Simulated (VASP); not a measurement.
# Sn: single point with PBEsol

Crystal: Sn.

```
CELL_PARAMETERS angstrom
0.00000 6.46669 6.46669
3.23334 0.00000 3.23334
3.23334 3.23334 0.00000
ATOMIC_POSITIONS crystal
Sn 0.99023 0.00838 0.00136
Sn 0.51606 0.98332 0.99676
Sn 0.13138 0.26767 0.21383
Sn 0.62045 0.24566 0.27112
```

* Program: VASP 6.6.1
* Task: single point
* Functional: PBEsol
* Potentials or basis: VASP PAW PBE potentials, release 64 (Sn_d)
* Cutoff: 520 eV
* k mesh: 3 × 5 × 5
* Occupations: fermi-dirac, width 0.08 eV
* Spin: no spin polarisation

```yaml
Pressure: 1.9 GPa
Largest_force: 0.897 eV/Å
Band_gap_on_the_k_mesh: zero (bands 28 and 29 overlap by 0.03 eV)
```

Forces on the atoms (eV/Å):
```
Sn  -0.443 -0.118  0.761
Sn   0.723 -0.154 -0.507
Sn   0.097  0.510 -0.426
Sn  -0.378 -0.238  0.172
```

Stress tensor (GPa, compression positive):
```
 1.90 -0.01  0.81
-0.01  1.84 -0.72
 0.81 -0.72  1.98
```

Levels at points of the mesh, in eV from the Fermi level:
| k point | band 24 | band 25 | band 26 | band 27 | band 28 | band 29 | band 30 | band 31 | band 32 | band 33 |
| --- | --- | --- | --- | --- | --- | --- | --- | --- | --- | --- |
| (0.00, 0.00, 0.00) | -1.19 | -1.09 | -0.58 | -0.03 | 0.05 | 0.24 | 0.41 | 2.13 | 2.20 | 2.32 |

It took 2.3 min on 1 thread of Intel(R) Xeon(R) Platinum 8488C (Sapphire Rapids), on a shared host, peak memory 0.34 GiB.

Caveat: the PAW data sets were made with another functional, which shifts forces and pressure a little; spin-orbit coupling is left out, which moves the levels of the heavy elements.
